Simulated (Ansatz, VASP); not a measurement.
# Ni: VASP beside Ansatz

```
CELL_PARAMETERS angstrom
0.00000 1.75850 1.75850
1.75850 0.00000 1.75850
3.51700 3.51700 0.00000
ATOMIC_POSITIONS crystal
Ni 0.00000 0.00000 0.00000
Ni 0.00000 0.00000 0.50000
```

Alike in both runs: task single point; functional r2SCAN; k mesh 12 × 12 × 6; occupations fermi-dirac, width 0.1 eV; collinear spin.

```csv
,VASP,Ansatz
version,VASP 6.6.1,Ansatz 0.2.0
potentials or method,"VASP PAW PBE potentials, release 64 (Ni), cutoff 520 eV","PAW, plane waves, scalar-relativistic"
valence electrons in the cell,20,36
```

Ansatz gave:

- pressure (GPa): -6.6
- net moment per atom (μB): 0.74
- size of the moment on the site where the two differ most (μB): 0.81

Problem. Which values does VASP return?

Solution. Pressure (GPa): -6.2; net moment per atom (μB): 0.73; size of the moment on the site where the two differ most (μB): 0.75.

VASP's potentials were made for PBE, not for r2SCAN. Site moments also hang on the region over which each program counts them. The functional is the same, so the differences come from potentials, cutoffs and numerics. VASP's potentials hold 20 valence electrons a cell and Ansatz's 36, so a difference there can come from the potentials and not from the codes. Ansatz's warnings: stability check not made.
